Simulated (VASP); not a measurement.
# CO2 (I-42d) in VASP: a series of runs, part 2 of 2

VASP 6.6.1.

**3. Single point, PBEsol (7.82 Å³/atom)**

This run uses another cell than the first one, of 7.82 Å³/atom.

File INCAR:

```
  PREC = Accurate
  ENCUT = 520
  EDIFF = 1E-6
  ISMEAR = 0
  SIGMA = 0.02
  LREAL = F
  LASPH = T
  NELM = 80
  ALGO = Normal
  ISIF = 2
  LWAVE = F
  LCHARG = F
  GGA = PS
  NBANDS = 25
```

File KPOINTS:

```
Automatic mesh
0
Gamma
  8 8 8
```

File POSCAR:

```
CO2
1.0
   -1.9849018967      1.9849018967      2.9782594628
    1.9849018967     -1.9849018967      2.9782594628
    1.9849018967      1.9849018967     -2.9782594628
C O
2 4
Direct
    0.7500000000      0.2500000000      0.5000000000
    0.0000000000      0.0000000000      0.0000000000
    0.7128879358      0.1250000000      0.0878879358
    0.0371120642      0.6250000000      0.9121120642
    0.3750000000      0.2871120642      0.4121120642
    0.8750000000      0.9628879358      0.5878879358
```

Potentials or basis: VASP PAW PBE potentials, release 64 (C, O).

Command:

```bash
cat potpaw_PBE.64/C/POTCAR potpaw_PBE.64/O/POTCAR > POTCAR
mpirun -np 1 vasp_std > vasp.out
```

OUTCAR:

```text
PREC = Accurate
   ENCUT = 520
   EDIFF = 1E-6
   ISMEAR = 0
   LREAL = F
   LASPH = T
   NELM = 80
   ISIF = 2
   GGA = PS

 ion  position               nearest neighbor table
   1  0.750  0.250  0.500-   4 1.40   5 1.40   6 1.40   3 1.40
   2  0.000  0.000  0.000-   3 1.40   4 1.40   5 1.40   6 1.40
   3  0.713  0.125  0.088-   2 1.40   1 1.40
   4  0.037  0.625  0.912-   1 1.40   2 1.40
   5  0.375  0.287  0.412-   1 1.40   2 1.40
   6  0.875  0.963  0.588-   1 1.40   2 1.40

  LATTYP: Found a body centered tetragonal cell.
 ALAT       =     3.9698037934
 C/A-ratio  =     1.5004567570

  Lattice vectors:

 A1 = (  -1.9849018967,   1.9849018967,   2.9782594628)
 A2 = (   1.9849018967,  -1.9849018967,   2.9782594628)
 A3 = (   1.9849018967,   1.9849018967,  -2.9782594628)

Analysis of symmetry for initial positions (statically):
=====================================================================
 Subroutine PRICEL returns:
 Original cell was already a primitive cell.

 Routine SETGRP: Setting up the symmetry group for a
 body centered tetragonal supercell.

 Subroutine GETGRP returns: Found  8 space group operations
 (whereof  4 operations were pure point group operations)
 out of a pool of 16 trial point group operations.

The static configuration has the point symmetry S_4 .
 The point group associated with its full space group is D_2d.

Analysis of symmetry for dynamics (positions and initial velocities):
=====================================================================
 Subroutine PRICEL returns:
 Original cell was already a primitive cell.

 Routine SETGRP: Setting up the symmetry group for a
 body centered tetragonal supercell.

 Subroutine GETGRP returns: Found  8 space group operations
 (whereof  4 operations were pure point group operations)
 out of a pool of 16 trial point group operations.

The dynamic configuration has the point symmetry S_4 .
 The point group associated with its full space group is D_2d.

 Subroutine INISYM returns: Found  8 space group operations
 (whereof  4 operations are pure point group operations),
 and found     1 'primitive' translations

----------------------------------------------------------------------------------------

                                     Primitive cell

  volume of cell :      46.9354

  direct lattice vectors                    reciprocal lattice vectors
    -1.984901897  1.984901897  2.978259463     0.000000000  0.251901618  0.167883291
     1.984901897 -1.984901897  2.978259463     0.251901618  0.000000000  0.167883291
     1.984901897  1.984901897 -2.978259463     0.251901618  0.251901618  0.000000000

  length of vectors
     4.092639797  4.092639797  4.092639797     0.302719713  0.302719713  0.356242685

  position of ions in fractional coordinates (direct lattice)
     0.750000000  0.250000000  0.500000000
     0.000000000  0.000000000  0.000000000
     0.712887936  0.125000000  0.087887936
     0.037112064  0.625000000  0.912112064
     0.375000000  0.287112064  0.412112064
     0.875000000  0.962887936  0.587887936

  ion indices of the primitive-cell ions
   primitive index   ion index
[... 31 lines left out ...]
 Found     59 irreducible k-points:

 Following reciprocal coordinates:
            Coordinates               Weight
  0.000000  0.000000  0.000000      1.000000
  0.125000 -0.000000  0.000000      8.000000
  0.250000 -0.000000  0.000000      8.000000
  0.375000 -0.000000  0.000000      8.000000
  0.500000 -0.000000  0.000000      4.000000
  0.125000  0.125000  0.000000      8.000000
[... 16 lines left out ...]
  0.250000  0.125000  0.125000     16.000000
  0.375000  0.125000  0.125000      8.000000
 [... further k-points ...]
   k-points           NKPTS =     59   k-points in BZ     NKDIM =     59   number of bands    NBANDS=     25
   number of dos      NEDOS =    301   number of ions     NIONS =      6
   total plane-waves  NPLWV =  27000
   dimension x,y,z NGX =    30 NGY =   30 NGZ =   30
   dimension x,y,z NGXF=    60 NGYF=   60 NGZF=   60
   ions per type =               2   4
   NGX,Y,Z   is equivalent  to a cutoff of  12.19, 12.19, 12.19 a.u.
   NGXF,Y,Z  is equivalent  to a cutoff of  24.37, 24.37, 24.37 a.u.
 SYSTEM =  unknown system
   PREC   = accura    normal or accurate (medium, high low for compatibility)
   ISTART =      0    job   : 0-new  1-cont  2-samecut
   ICHARG =      2    charge: 1-file 2-atom 10-const
   ISPIN  =      1    spin polarized calculation?
   LNONCOLLINEAR =      F non collinear calculations
   LSORBIT =      F    spin-orbit coupling
   LASPH  =      T    aspherical Exc in radial PAW
   ENCUT  =  520.0 eV  38.22 Ry    6.18 a.u.   7.61  7.61  7.61*2*pi/ulx,y,z
   NELM   =     80;   NELMIN=  2; NELMDL= -5     # of ELM steps
   EDIFF  = 0.1E-05   stopping-criterion for ELM
   LREAL  =      F    real-space projection
   EDIFFG = 0.1E-04   stopping-criterion for IOM
   NSW    =      0    number of steps for IOM
   IBRION =     -1    ionic relax: 0-MD 1-quasi-New 2-CG
   NFREE  =      0    steps in history (QN), initial steepest desc. (CG)
   ISIF   =      2    stress and relaxation
   ISYM   =      2    0-nonsym 1-usesym 2-fastsym
   POTIM  = 0.5000    time-step for ionic-motion
   TEBEG  =    0.0;   TEEND  =   0.0 temperature during run
   PSTRESS=    0.0 pullay stress
   NELECT =      32.0000    total number of electrons
   NUPDOWN=      -1.0000    fix difference up-down
   EMIN   =  10.00;   EMAX   =-10.00  energy-range for DOS
   EFERMI =   0.00;   METHOD = LEGACY
   ISMEAR =     0;   SIGMA  =   0.02  broadening in eV -4-tet -1-fermi 0-gaus
   EFERMI_NEDOS =   21; number of points for ismear=-14 and -15
   IALGO  =     38    algorithm
   IMIX   =      4    mixing-type and parameters
     AMIX     =   0.40;   BMIX     =  1.00
     AMIX_MAG =   1.60;   BMIX_MAG =  1.00
  volume/ion in A,a.u.               =       7.82        52.79
  Fermi-wavevector in a.u.,A,eV,Ry     =   1.440869  2.722848 28.247118  2.076105
  Thomas-Fermi vector in A             =   2.559565
   LORBIT       =      0    0 simple, 1 ext, 2 COOP (PROOUT), +10 PAW based schemes
   GGA     = PS    functional components
   LHFCALC =     F    Hartree Fock is set to
   AEXX    =    0.0000 exact exchange contribution
   IVDW    =     0    specifies the selected vdW correction
   LEPSILON=     F    determine dielectric tensor
   LRPA    =     F    only Hartree local field effects (RPA)
 non-spin polarized calculation
 Gauss-broadening in eV      SIGMA  =   0.02
  energy-cutoff  :      520.00
  volume of cell :       46.94
 maximum number of plane-waves:      1299
   NGX = 15   NGY = 15   NGZ = 15

 number of electron      31.9999993 magnetization

 Free energy of the ion-electron system (eV)
  ---------------------------------------------------
  ext. energy  EPLUGINS =         0.00000000
  ---------------------------------------------------
  free energy    TOTEN  =       -46.10079923 eV

  energy without entropy =      -46.10079923  energy(sigma->0) =      -46.10079923

 E-fermi :   2.2008     XC(G=0): -11.3261

 val. band max:        2.0928254341   @ k =   0.5000  -0.0000   0.0000
 cond. band min:       9.6381170108   @ k =   0.0000   0.0000   0.0000
 fundamental gap:      7.5452915767
 Fermi energy:         2.2008137684

 k-point     1 :       0.0000    0.0000    0.0000
  band No.  band energies     occupation
      1     -21.9545      2.00000
      2     -16.8310      2.00000
      3     -16.8310      2.00000
      4     -16.1325      2.00000
      5     -12.6026      2.00000
      6      -7.6922      2.00000
[... 661 lines left out ...]
     24      16.3697      0.00000
     25      17.0646      0.00000

 [... further k-points ...]

------------------------ aborting loop because EDIFF is reached ----------------------------------------

  FORCE on cell =-STRESS in cart. coord.  units (eV):
  Direction    XX          YY          ZZ          XY          YZ          ZX
  --------------------------------------------------------------------------------------
  -------------------------------------------------------------------------------------
  Total       -0.6734657     -0.6734657     -0.7538072      0.0000000      0.0000000      0.0000000
  in kB      -22.9892838    -22.9892838    -25.7318053      0.0000000      0.0000000      0.0000000
  external PRESSURE =     -23.9034576 kB  Pullay stress =       0.0000000 kB

 VOLUME and BASIS-vectors are now :
 -----------------------------------------------------------------------------
  energy-cutoff  :      520.00
  volume of cell :       46.94
      direct lattice vectors                 reciprocal lattice vectors
    -1.984901897  1.984901897  2.978259463     0.000000000  0.251901618  0.167883291
     1.984901897 -1.984901897  2.978259463     0.251901618  0.000000000  0.167883291
     1.984901897  1.984901897 -2.978259463     0.251901618  0.251901618  0.000000000

 POSITION                                       TOTAL-FORCE (eV/Angst)
 -----------------------------------------------------------------------------------
      0.00000      1.98490      1.48913        -0.000000      0.000000     -0.000000
      0.00000      0.00000      0.00000         0.000000      0.000000      0.000000
     -0.99245      1.34135      2.23369         0.000000     -0.090651      0.000000
      2.97735      0.64355     -0.74456        -0.000000      0.090651      0.000000
      0.64355      0.99245      0.74456         0.090651      0.000000      0.000000
      1.34135      0.99245      3.72282        -0.090651      0.000000      0.000000
 -----------------------------------------------------------------------------------
    total drift:                                0.000004      0.000004      0.000005

  FREE ENERGIE OF THE ION-ELECTRON SYSTEM (eV)
  ---------------------------------------------------
  free  energy   TOTEN  =       -46.1007992266 eV

  energy  without entropy=      -46.1007992266  energy(sigma->0) =      -46.10079923
```

OSZICAR:

```text
N       E                     dE             d eps       ncg     rms          rms(c)
DAV:   1     0.152997343669E+03    0.15300E+03   -0.18482E+04  2950   0.127E+03
DAV:   2    -0.410135040156E+02   -0.19401E+03   -0.18670E+03  3800   0.296E+02
DAV:   3    -0.488655523659E+02   -0.78520E+01   -0.78065E+01  3886   0.583E+01
DAV:   4    -0.489315982223E+02   -0.66046E-01   -0.65983E-01  3555   0.602E+00
DAV:   5    -0.489323018509E+02   -0.70363E-03   -0.70331E-03  3897   0.590E-01    0.125E+01
DAV:   6    -0.461736286556E+02    0.27587E+01   -0.55671E+00  3715   0.191E+01    0.514E+00
DAV:   7    -0.461284723037E+02    0.45156E-01   -0.65337E-01  3772   0.552E+00    0.284E+00
DAV:   8    -0.461044108362E+02    0.24061E-01   -0.68378E-02  3650   0.237E+00    0.512E-01
DAV:   9    -0.461007898333E+02    0.36210E-02   -0.15685E-02  3829   0.104E+00    0.184E-01
DAV:  10    -0.461008343993E+02   -0.44566E-04   -0.19096E-03  3824   0.322E-01    0.676E-02
DAV:  11    -0.461007938762E+02    0.40523E-04   -0.18228E-04  3711   0.104E-01    0.200E-02
DAV:  12    -0.461007990405E+02   -0.51643E-05   -0.18846E-05  3532   0.315E-02    0.523E-03
DAV:  13    -0.461007992266E+02   -0.18610E-06   -0.24316E-06  3397   0.118E-02
   1 F= -.46100799E+02 E0= -.46100799E+02  d E =-.192290E-16
```

stdout:

```text
POSCAR found type information on POSCAR C O
 POSCAR found :  2 types and       6 ions
 scaLAPACK will be used
 -----------------------------------------------------------------------------
|                                                                             |
|                                                                             |
|     You enforced a specific xc type in the INCAR file but a different       |
|     I HOPE YOU KNOW WHAT YOU ARE DOING!                                     |
|                                                                             |
 -----------------------------------------------------------------------------

 LDA part: xc-table for (Slater+PW92), standard interpolation
 POSCAR, INCAR and KPOINTS ok, starting setup
 FFT: planning ... GRIDC
 FFT: planning ... GRID_SOFT
 FFT: planning ... GRID
 WAVECAR not read
 entering main loop
```

Wall time 30 s (1 thread of Intel Xeon 6975P-C (Granite Rapids), shared host); peak memory 0.19 GiB.

Results:

```
Free energy            : -46.1008 eV
Pressure               : -2.4 GPa
Largest force          : 0.091 eV/Å
Band gap on the k mesh : 7.55 eV (least direct gap 8.03 eV)
```

Forces on the atoms (eV/Å):
```
C    0.000  0.000  0.000
C    0.000  0.000  0.000
O    0.000 -0.091  0.000
O    0.000  0.091  0.000
O    0.091  0.000  0.000
O   -0.091  0.000  0.000
```

Stress tensor (GPa, compression positive):
```
-2.30  0.00  0.00
 0.00 -2.30  0.00
 0.00  0.00 -2.57
```

Caveat: the PAW data sets were made with another functional, which shifts forces and pressure a little. A k mesh can miss the band edges.

**4. Single point, PBEsol (8.05 Å³/atom)**

This run uses another cell than the first one, of 8.05 Å³/atom.

File INCAR:

```
SYSTEM = CO2
PREC = Accurate ; ENCUT = 520
EDIFF = 1E-6 ; ISMEAR = 0
SIGMA = 0.02 ; LREAL = .False.
LASPH = .True. ; NELM = 100
ALGO = Normal ; ISIF = 2
LWAVE = .False. ; LCHARG = .True.
GGA = PS ; LELF = .True.
LVHAR = .True. ; NBANDS = 25
```

File KPOINTS:

```
Automatic mesh
0
Gamma
  8 8 8
  0 0 0
```

File POSCAR:

```
CO2
1.0
   -2.0097154044      2.0097154044      2.9897862596
    2.0097154044     -2.0097154044      2.9897862596
    2.0097154044      2.0097154044     -2.9897862596
C O
2 4
Direct
    0.7500000000      0.2500000000      0.5000000000
    0.0000000000      0.0000000000      0.0000000000
    0.7178860692      0.1250000000      0.0928860692
    0.0321139308      0.6250000000      0.9071139308
    0.3750000000      0.2821139308      0.4071139308
    0.8750000000      0.9678860692      0.5928860692
```

Command:

```bash
cat potpaw_PBE.64/C/POTCAR potpaw_PBE.64/O/POTCAR > POTCAR
mpirun -np 1 vasp_std > vasp.out
```

Run time: 26 s. Hardware: 1 thread of Intel Xeon 6975P-C (Granite Rapids), shared host; peak memory 0.19 GiB.

Results (log left out):

```
Free energy            : -46.0617 eV
Pressure               : -6.0 GPa
Largest force          : 0.084 eV/Å
Band gap on the k mesh : 7.50 eV (least direct gap 7.97 eV)
```

Forces in eV/Å, atoms in the order of the input:
```
C    0.000  0.000  0.000
C    0.000  0.000  0.000
O    0.000 -0.084  0.000
O    0.000  0.084  0.000
O    0.084  0.000  0.000
O   -0.084  0.000  0.000
```

Stress tensor (GPa, compression positive):
```
-5.93  0.00  0.00
 0.00 -5.93  0.00
 0.00  0.00 -6.18
```

Levels at points of the mesh, in eV from the valence-band top:
```csv
k point,band 14,band 15,band 16,band 17,band 18,band 19
"(0.00, 0.00, 0.00)",-0.97,-0.97,-0.52,7.50,8.90,9.01
"(0.50, 0.00, 0.00)",-1.36,-0.44,0.00,8.03,9.23,9.35
"(0.50, 0.50, 0.00)",-0.72,-0.46,-0.46,8.65,8.65,9.74
"(0.50, 0.50, 0.50)",-2.85,0.00,0.00,8.86,8.86,10.37
```

Caveat: the cell stands under tension; the PAW data sets were made with another functional, which shifts forces and pressure a little. A k mesh can miss the band edges.

**5. Single point, PBEsol (8.35 Å³/atom)**

This run uses another cell than the first one, of 8.35 Å³/atom.

File INCAR:

```
SYSTEM = CO2
PREC = Accurate
ENCUT = 520
EDIFF = 1E-7
ISMEAR = 0
SIGMA = 0.02
LREAL = .False.
LASPH = .True.
NELM = 80
ALGO = Normal
ISIF = 2
LWAVE = .False.
LCHARG = .False.
GGA = PS
NBANDS = 25
```

KPOINTS is that of step 4.

File POSCAR:

```
CO2
1.0
   -2.0413207468      2.0413207468      3.0072780559
    2.0413207468     -2.0413207468      3.0072780559
    2.0413207468      2.0413207468     -3.0072780559
C O
2 4
Direct
    0.7500000000      0.2500000000      0.5000000000
    0.0000000000      0.0000000000      0.0000000000
    0.7243156064      0.1250000000      0.0993156064
    0.0256843936      0.6250000000      0.9006843936
    0.3750000000      0.2756843936      0.4006843936
    0.8750000000      0.9743156064      0.5993156064
```

Command:

```bash
cat potpaw_PBE.64/C/POTCAR potpaw_PBE.64/O/POTCAR > POTCAR
mpirun -np 1 vasp_std > vasp.out
```

Run time: 29 s. Hardware: 1 thread of Intel Xeon 6975P-C (Granite Rapids), shared host; peak memory 0.19 GiB.

Results (log left out):

```yaml
Free_energy: -45.9656 eV
Pressure: -10.2 GPa
Largest_force: 0.076 eV/Å
Band_gap_on_the_k_mesh: 7.41 eV (least direct gap 7.78 eV)
```

Forces in eV/Å, atoms in the order of the input:
```
C    0.000  0.000  0.000
C    0.000  0.000  0.000
O    0.000 -0.076  0.000
O    0.000  0.076  0.000
O    0.076  0.000  0.000
O   -0.076  0.000  0.000
```

Stress tensor (GPa, compression positive):
```
-10.12   0.00   0.00
  0.00 -10.12   0.00
  0.00   0.00 -10.38
```

Levels at points of the mesh, in eV from the valence-band top:
```tsv
k point	band 14	band 15	band 16	band 17	band 18	band 19
(0.00, 0.00, 0.00)	-0.93	-0.93	-0.58	7.41	8.54	8.72
(0.50, 0.00, 0.00)	-1.30	-0.44	-0.01	7.84	8.86	9.15
(0.50, 0.50, 0.00)	-0.75	-0.42	-0.42	8.38	8.38	9.57
(0.50, 0.50, 0.50)	-2.81	0.00	0.00	8.80	8.80	10.02
```

Caveat: the cell stands under tension; the PAW data sets were made with another functional, which shifts forces and pressure a little.

**6. The runs side by side**

```csv
cell,gap on the mesh (eV),pressure (GPa),largest force (eV/Å)
"a = 4.061 Å, angles 122.3, 122.3, 86.0°, 6 atoms, atomic positions A",7.58,1.8,0.10
"a = 4.093 Å, angles 122.0, 122.0, 86.6°, 6 atoms, atomic positions B",7.55,-2.4,0.09
"a = 4.125 Å, angles 121.7, 121.7, 87.1°, 6 atoms, atomic positions C",7.50,-6.0,0.08
"a = 4.169 Å, angles 121.4, 121.4, 87.7°, 6 atoms, atomic positions D",7.41,-10.2,0.08
```

Alike in all rows: task single point; level PBEsol; potentials or basis VASP PAW PBE potentials, release 64 (C, O); no spin polarisation; k mesh 8 × 8 × 8; cutoff (eV) 520; smearing gaussian 0.02 eV.

Caveats: the PAW data sets were made with another functional, which shifts forces and pressure a little; the cell stands under tension (at least some runs).

Absolute energies hang on the potentials; compare differences alone.
